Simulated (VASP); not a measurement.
# GaN in VASP: notebook

GaN is run at these levels: PBE; tasks: single point.

Everything below comes from runs of VASP 6.6.1. Logs are shortened: lines on timing, memory, paths and dates and some standing lists are left out, and cuts for length are marked.

## Step 1: The cell of the first run

It takes space group F-43m (No. 216, cubic). The conventional cell has a = 4.507 Å, b = 4.507 Å, c = 4.507 Å, α = 90.00°, β = 90.00°, γ = 90.00°. Within 2.6 Å of Ga (site symmetry -43m) lie 4 N at 1.95 Å. N (site symmetry -43m) has 4 Ga at 1.95 Å within 2.6 Å.

## Step 2: Single point, PBE

Input file INCAR:

```
PREC     = Accurate       # precision mode
ENCUT    = 520            # plane-wave cutoff, eV
EDIFF    = 1E-7           # SCF threshold, eV
ISMEAR   = -1             # smearing method
SIGMA    = 0.05           # smearing width, eV
LREAL    = F              # projectors in reciprocal space
LASPH    = T              # aspherical terms in the spheres
NELM     = 100            # most SCF steps
ALGO     = Normal         # electronic algorithm
ISIF     = 2              # what is computed and relaxed
LWAVE    = F              # write WAVECAR
LCHARG   = T              # write CHGCAR
GGA      = PE             # functional
LELF     = T              # ELF
LVHAR    = T            
NBANDS   = 16             # bands
```

Input file KPOINTS:

```
regular mesh
0
Gamma
  8 8 8
```

Input file POSCAR:

```
GaN
1.0
    0.0000000000      2.2535006100      2.2535006100
    2.2535006100      0.0000000000      2.2535006100
    2.2535006100      2.2535006100      0.0000000000
Ga N
1 1
Direct
    0.0000000000      0.0000000000      0.0000000000
    0.7500000000      0.7500000000      0.7500000000
```

Potentials or basis: VASP PAW PBE potentials, release 64 (Ga_d, N).

The run is started by

```bash
$ cat potpaw_PBE.64/Ga_d/POTCAR potpaw_PBE.64/N/POTCAR > POTCAR
$ mpirun -np 1 vasp_std > vasp.out
```

OUTCAR:

```text
PREC = Accurate
   ENCUT = 520
   EDIFF = 1E-7
   ISMEAR = -1
   LREAL = F
   LASPH = T
   NELM = 100
   ISIF = 2
   GGA = PE

 ion  position               nearest neighbor table
   1  0.000  0.000  0.000-   2 1.95   2 1.95   2 1.95   2 1.95
   2  0.750  0.750  0.750-   1 1.95   1 1.95   1 1.95   1 1.95

  LATTYP: Found a face centered cubic cell.
 ALAT       =     4.5070012200

  Lattice vectors:

 A1 = (   0.0000000000,   2.2535006100,   2.2535006100)
 A2 = (   2.2535006100,   0.0000000000,   2.2535006100)
 A3 = (   2.2535006100,   2.2535006100,   0.0000000000)

Analysis of symmetry for initial positions (statically):
=====================================================================
 Subroutine PRICEL returns:
 Original cell was already a primitive cell.

 Routine SETGRP: Setting up the symmetry group for a
 face centered cubic supercell.

 Subroutine GETGRP returns: Found 24 space group operations
 (whereof 24 operations were pure point group operations)
 out of a pool of 48 trial point group operations.

The static configuration has the point symmetry T_d .

Analysis of symmetry for dynamics (positions and initial velocities):
=====================================================================
 Subroutine PRICEL returns:
 Original cell was already a primitive cell.

 Routine SETGRP: Setting up the symmetry group for a
 face centered cubic supercell.

 Subroutine GETGRP returns: Found 24 space group operations
 (whereof 24 operations were pure point group operations)
 out of a pool of 48 trial point group operations.

The dynamic configuration has the point symmetry T_d .

 Subroutine INISYM returns: Found 24 space group operations
 (whereof 24 operations are pure point group operations),
 and found     1 'primitive' translations

----------------------------------------------------------------------------------------

                                     Primitive cell

  volume of cell :      22.8877

  direct lattice vectors                    reciprocal lattice vectors
     0.000000000  2.253500610  2.253500610    -0.221877020  0.221877020  0.221877020
     2.253500610  0.000000000  2.253500610     0.221877020 -0.221877020  0.221877020
     2.253500610  2.253500610  0.000000000     0.221877020  0.221877020 -0.221877020

  length of vectors
     3.186931125  3.186931125  3.186931125     0.384302272  0.384302272  0.384302272

  position of ions in fractional coordinates (direct lattice)
     0.000000000  0.000000000  0.000000000
     0.750000000  0.750000000  0.750000000

  ion indices of the primitive-cell ions
   primitive index   ion index
                 1           1
                 2           2

----------------------------------------------------------------------------------------

 KPOINTS: regular mesh

Automatic generation of k-mesh.
 Grid dimensions read from file:
 generate k-points for:    8    8    8

 Generating k-lattice:

  Cartesian coordinates                     Fractional coordinates (reciprocal lattice)
    -0.027734628  0.027734628  0.027734628     0.125000000  0.000000000  0.000000000
     0.027734628 -0.027734628  0.027734628     0.000000000  0.125000000  0.000000000
     0.027734628  0.027734628 -0.027734628     0.000000000  0.000000000  0.125000000

  Length of vectors
     0.048037784  0.048037784  0.048037784

  Shift w.r.t. Gamma in fractional coordinates (k-lattice)
     0.000000000  0.000000000  0.000000000

 Subroutine IBZKPT returns following result:
 ===========================================

 Found     29 irreducible k-points:

 Following reciprocal coordinates:
            Coordinates               Weight
  0.000000  0.000000  0.000000      1.000000
  0.125000  0.000000  0.000000      8.000000
  0.250000  0.000000  0.000000      8.000000
  0.375000  0.000000  0.000000      8.000000
  0.500000  0.000000  0.000000      4.000000
  0.125000  0.125000  0.000000      6.000000
[... 16 lines left out ...]
  0.500000  0.250000  0.125000     48.000000
 -0.375000  0.250000  0.125000     24.000000
 [... further k-points ...]
   k-points           NKPTS =     29   k-points in BZ     NKDIM =     29   number of bands    NBANDS=     16
   number of dos      NEDOS =    301   number of ions     NIONS =      2
   total plane-waves  NPLWV =  13824
   dimension x,y,z NGX =    24 NGY =   24 NGZ =   24
   dimension x,y,z NGXF=    48 NGYF=   48 NGZF=   48
   ions per type =               1   1
   NGX,Y,Z   is equivalent  to a cutoff of  12.52, 12.52, 12.52 a.u.
   NGXF,Y,Z  is equivalent  to a cutoff of  25.04, 25.04, 25.04 a.u.
 SYSTEM =  unknown system
   PREC   = accura    normal or accurate (medium, high low for compatibility)
   ISTART =      0    job   : 0-new  1-cont  2-samecut
   ICHARG =      2    charge: 1-file 2-atom 10-const
   ISPIN  =      1    spin polarized calculation?
   LNONCOLLINEAR =      F non collinear calculations
   LSORBIT =      F    spin-orbit coupling
   LASPH  =      T    aspherical Exc in radial PAW
   ENCUT  =  520.0 eV  38.22 Ry    6.18 a.u.   5.93  5.93  5.93*2*pi/ulx,y,z
   NELM   =    100;   NELMIN=  2; NELMDL= -5     # of ELM steps
   EDIFF  = 0.1E-06   stopping-criterion for ELM
   LREAL  =      F    real-space projection
   EDIFFG = 0.1E-05   stopping-criterion for IOM
   NSW    =      0    number of steps for IOM
   IBRION =     -1    ionic relax: 0-MD 1-quasi-New 2-CG
   NFREE  =      0    steps in history (QN), initial steepest desc. (CG)
   ISIF   =      2    stress and relaxation
   ISYM   =      2    0-nonsym 1-usesym 2-fastsym
   POTIM  = 0.5000    time-step for ionic-motion
   TEBEG  =    0.0;   TEEND  =   0.0 temperature during run
   PSTRESS=    0.0 pullay stress
   NELECT =      18.0000    total number of electrons
   NUPDOWN=      -1.0000    fix difference up-down
   EMIN   =  10.00;   EMAX   =-10.00  energy-range for DOS
   EFERMI =   0.00;   METHOD = LEGACY
   ISMEAR =    -1;   SIGMA  =   0.05  broadening in eV -4-tet -1-fermi 0-gaus
   EFERMI_NEDOS =   21; number of points for ismear=-14 and -15
   IALGO  =     38    algorithm
   IMIX   =      4    mixing-type and parameters
     AMIX     =   0.40;   BMIX     =  1.00
     AMIX_MAG =   1.60;   BMIX_MAG =  1.00
  volume/ion in A,a.u.               =      11.44        77.23
  Fermi-wavevector in a.u.,A,eV,Ry     =   1.511117  2.855596 31.068543  2.283473
  Thomas-Fermi vector in A             =   2.621216
   LORBIT       =      0    0 simple, 1 ext, 2 COOP (PROOUT), +10 PAW based schemes
   GGA     = PE    functional components
   LHFCALC =     F    Hartree Fock is set to
   AEXX    =    0.0000 exact exchange contribution
   IVDW    =     0    specifies the selected vdW correction
   LEPSILON=     F    determine dielectric tensor
   LRPA    =     F    only Hartree local field effects (RPA)
 non-spin polarized calculation
  energy-cutoff  :      520.00
  volume of cell :       22.89
 maximum number of plane-waves:       636
   NGX = 11   NGY = 11   NGZ = 11

 number of electron      18.0000004 magnetization

 Free energy of the ion-electron system (eV)
  ---------------------------------------------------
  ext. energy  EPLUGINS =         0.00000000
  ---------------------------------------------------
  free energy    TOTEN  =       -12.14275247 eV

  energy without entropy =      -12.14275247  energy(sigma->0) =      -12.14275247

 E-fermi :   6.1852     XC(G=0): -11.6667

 val. band max:        5.2817489778   @ k =   0.0000   0.0000   0.0000
 cond. band min:       7.0059920755   @ k =   0.0000   0.0000   0.0000
 fundamental gap:      1.7242430977
 Fermi energy:         6.1852341262

 k-point     1 :       0.0000    0.0000    0.0000
  band No.  band energies     occupation
      1     -10.6518      2.00000
      2      -8.1603      2.00000
      3      -8.1603      2.00000
      4      -8.1603      2.00000
      5      -7.8406      2.00000
      6      -7.8406      2.00000
[... 8 lines left out ...]
     15      24.1371      0.00000
     16      24.1371      0.00000

 k-point     2 :       0.1250    0.0000    0.0000
  band No.  band energies     occupation
      1     -10.4837      2.00000
      2      -8.1397      2.00000
      3      -8.1397      2.00000
      4      -8.0960      2.00000
      5      -7.8422      2.00000
      6      -7.8422      2.00000
[... 8 lines left out ...]
     15      22.5417      0.00000
     16      22.5722      0.00000

 k-point     3 :       0.2500    0.0000    0.0000
  band No.  band energies     occupation
      1     -10.1087      2.00000
      2      -8.0993      2.00000
      3      -8.0993      2.00000
      4      -7.8358      2.00000
      5      -7.8358      2.00000
      6      -7.7952      2.00000
[... 8 lines left out ...]
     15      22.1539      0.00000
     16      22.1539      0.00000

 k-point     4 :       0.3750    0.0000    0.0000
  band No.  band energies     occupation
      1      -9.8254      2.00000
      2      -8.0766      2.00000
      3      -8.0766      2.00000
      4      -7.8101      2.00000
      5      -7.8101      2.00000
      6      -7.1101      2.00000
[... 8 lines left out ...]
     15      23.5593      0.00000
     16      23.5594      0.00000

 k-point     5 :       0.5000    0.0000    0.0000
  band No.  band energies     occupation
      1      -9.7436      2.00000
      2      -8.0727      2.00000
      3      -8.0727      2.00000
      4      -7.7935      2.00000
      5      -7.7935      2.00000
      6      -6.5957      2.00000
[... 8 lines left out ...]
     15      24.9452      0.00000
     16      24.9452      0.00000

 k-point     6 :       0.1250    0.1250    0.0000
  band No.  band energies     occupation
      1     -10.4289      2.00000
      2      -8.1204      2.00000
      3      -8.1204      2.00000
      4      -8.1013      2.00000
      5      -7.8541      2.00000
      6      -7.8294      2.00000
[... 8 lines left out ...]
     15      24.9417      0.00000
     16      25.2245      0.00000

 k-point     7 :       0.2500    0.1250    0.0000
  band No.  band energies     occupation
      1     -10.1270      2.00000
      2      -8.0938      2.00000
      3      -8.0755      2.00000
      4      -7.9446      2.00000
      5      -7.8173      2.00000
      6      -7.7947      2.00000
[... 8 lines left out ...]
     15      24.1227      0.00000
     16      24.3674      0.00000

 k-point     8 :       0.3750    0.1250    0.0000
  band No.  band energies     occupation
      1      -9.8317      2.00000
      2      -8.0727      2.00000
      3      -8.0453      2.00000
      4      -7.8794      2.00000
      5      -7.7981      2.00000
      6      -7.2444      2.00000
[... 8 lines left out ...]
     15      23.4970      0.00000
     16      24.9279      0.00000

 k-point     9 :       0.5000    0.1250    0.0000
  band No.  band energies     occupation
      1      -9.7100      2.00000
      2      -8.0691      2.00000
      3      -8.0401      2.00000
      4      -7.8351      2.00000
      5      -7.7920      2.00000
      6      -6.5528      2.00000
[... 8 lines left out ...]
     15      23.9916      0.00000
     16      25.3148      0.00000
[... 172 lines left out ...]
 k-point    19 :       0.5000    0.3750    0.0000
  band No.  band energies     occupation
      1      -9.5883      2.00000
      2      -8.0539      2.00000
      3      -7.8937      2.00000
      4      -7.8838      2.00000
      5      -7.7747      2.00000
      6      -6.2669      2.00000
[... 8 lines left out ...]
     15      27.5974      0.00000
     16      28.5230      0.00000

 k-point    20 :      -0.3750    0.3750    0.0000
  band No.  band energies     occupation
      1      -9.5829      2.00000
      2      -8.0441      2.00000
      3      -7.9043      2.00000
      4      -7.9024      2.00000
      5      -7.8018      2.00000
      6      -6.0060      2.00000
[... 8 lines left out ...]
     15      25.8734      0.00000
     16      28.2312      0.00000

 k-point    21 :       0.5000    0.5000    0.0000
  band No.  band energies     occupation
      1      -9.5725      2.00000
      2      -8.0755      2.00000
      3      -7.8567      2.00000
      4      -7.8567      2.00000
      5      -7.7638      2.00000
      6      -6.1722      2.00000
[... 8 lines left out ...]
     15      27.0511      0.00000
     16      29.8975      0.00000

 k-point    22 :       0.3750    0.2500    0.1250
  band No.  band energies     occupation
      1      -9.8766      2.00000
      2      -8.0561      2.00000
      3      -8.0369      2.00000
      4      -7.9214      2.00000
      5      -7.8125      2.00000
      6      -7.4373      2.00000
[... 8 lines left out ...]
     15      24.4095      0.00000
     16      26.6189      0.00000

 k-point    23 :       0.5000    0.2500    0.1250
  band No.  band energies     occupation
      1      -9.6979      2.00000
      2      -8.0505      2.00000
      3      -8.0058      2.00000
      4      -7.8873      2.00000
      5      -7.8059      2.00000
      6      -6.7406      2.00000
[... 8 lines left out ...]
     15      24.4990      0.00000
     16      26.4185      0.00000

 k-point    24 :      -0.3750    0.2500    0.1250
  band No.  band energies     occupation
      1      -9.6452      2.00000
      2      -8.0560      2.00000
      3      -7.9941      2.00000
      4      -7.8605      2.00000
      5      -7.8076      2.00000
      6      -6.2854      2.00000
[... 8 lines left out ...]
     15      24.0840      0.00000
     16      26.3563      0.00000

 [... further k-points ...]
[... 5 lines left out ...]
  --------------------------------------------------------------------------------------
  -------------------------------------------------------------------------------------
  Total        0.7216672      0.7216672      0.7216672      0.0000000     -0.0000000     -0.0000000
  in kB       50.5178100     50.5178100     50.5178100      0.0000000     -0.0000000     -0.0000000
  external PRESSURE =      50.5178100 kB  Pullay stress =       0.0000000 kB

 VOLUME and BASIS-vectors are now :
 -----------------------------------------------------------------------------
  energy-cutoff  :      520.00
  volume of cell :       22.89
      direct lattice vectors                 reciprocal lattice vectors
     0.000000000  2.253500610  2.253500610    -0.221877020  0.221877020  0.221877020
     2.253500610  0.000000000  2.253500610     0.221877020 -0.221877020  0.221877020
     2.253500610  2.253500610  0.000000000     0.221877020  0.221877020 -0.221877020

 POSITION                                       TOTAL-FORCE (eV/Angst)
 -----------------------------------------------------------------------------------
      0.00000      0.00000      0.00000        -0.000000     -0.000000     -0.000000
      3.38025      3.38025      3.38025         0.000000      0.000000      0.000000
 -----------------------------------------------------------------------------------
    total drift:                               -0.000002     -0.000002     -0.000002

  FREE ENERGIE OF THE ION-ELECTRON SYSTEM (eV)
  ---------------------------------------------------
  free  energy   TOTEN  =       -12.1427524688 eV

  energy  without entropy=      -12.1427524683  energy(sigma->0) =      -12.14275247
```

Run time: 7.8 s. Hardware: 1 thread of Intel Xeon Platinum 8488C (Sapphire Rapids), shared host; peak memory 0.14 GiB.

What came out:

| Property | Result |
| --- | --- |
| Free energy | -12.1428 eV |
| Pressure | 5.1 GPa |
| Band gap on the k mesh | 1.72 eV, direct |

Levels at points of the mesh, in eV from the valence-band top:
| k point | band 6 | band 7 | band 8 | band 9 | band 10 | band 11 | band 12 | band 13 |
| --- | --- | --- | --- | --- | --- | --- | --- | --- |
| (0.00, 0.00, 0.00) | -13.12 | 0.00 | 0.00 | 0.00 | 1.72 | 10.30 | 10.30 | 10.30 |
| (0.50, 0.00, 0.00) | -11.88 | -7.04 | -0.97 | -0.97 | 4.64 | 8.73 | 10.37 | 10.37 |
| (0.50, 0.50, 0.00) | -11.45 | -6.12 | -2.70 | -2.70 | 3.35 | 6.66 | 11.71 | 13.96 |

As with any semilocal functional, this PBE gap is likely too small.

## Step 3: Single point, PBE

This run uses another cell than the first one, of 11.06 Å³/atom, 0.967 times its volume.

Input file INCAR:

```
PREC     = Accurate       # precision mode
ENCUT    = 520            # plane-wave cutoff, eV
EDIFF    = 1E-7           # SCF threshold, eV
ISMEAR   = -1             # smearing method
SIGMA    = 0.05           # smearing width, eV
LREAL    = False          # projectors in reciprocal space
LASPH    = True           # aspherical terms in the spheres
NELM     = 60             # most SCF steps
ALGO     = Normal         # electronic algorithm
ISIF     = 2              # what is computed and relaxed
LWAVE    = False          # write WAVECAR
LCHARG   = False          # write CHGCAR
GGA      = PE             # functional
NBANDS   = 16             # bands
```

KPOINTS is that of step 2.

Input file POSCAR:

```
GaN
1.0
    0.0000000000      2.2535006100      2.1783839230
    2.2535006100      0.0000000000      2.1783839230
    2.2535006100      2.2535006100      0.0000000000
Ga N
1 1
Direct
    0.0000000000      0.0000000000      0.0000000000
    0.7500000000      0.7500000000      0.7500000000
```

Potentials or basis: VASP PAW PBE potentials, release 64 (Ga_d, N).

The run is started by

```bash
$ cat potpaw_PBE.64/Ga_d/POTCAR potpaw_PBE.64/N/POTCAR > POTCAR
$ mpirun -np 1 vasp_std > vasp.out
```

It took 13 s on 1 thread of Intel Xeon Platinum 8488C (Sapphire Rapids), shared host; peak memory 0.14 GiB.

The run converged. Its results:

- Free energy: -12.0962 eV
- Pressure: 12.0 GPa
- Band gap on the k mesh: 1.84 eV, direct

Stress tensor (GPa, compression positive):
```
10.77  0.00  0.00
 0.00 10.77  0.00
 0.00  0.00 14.40
```

Levels at points of the mesh, in eV from the valence-band top:
| k point | band 7 | band 8 | band 9 | band 10 | band 11 | band 12 |
| --- | --- | --- | --- | --- | --- | --- |
| (0.00, 0.00, 0.00) | -0.15 | -0.15 | 0.00 | 1.84 | 10.36 | 10.46 |
| (0.50, 0.00, 0.00) | -7.36 | -1.24 | -0.98 | 4.74 | 8.80 | 10.19 |
| (0.50, 0.50, 0.00) | -6.11 | -3.09 | -3.09 | 3.12 | 6.39 | 12.19 |
| (0.50, 0.00, 0.50) | -6.49 | -2.84 | -2.82 | 3.34 | 6.95 | 11.68 |

[end of part 1 of 2]
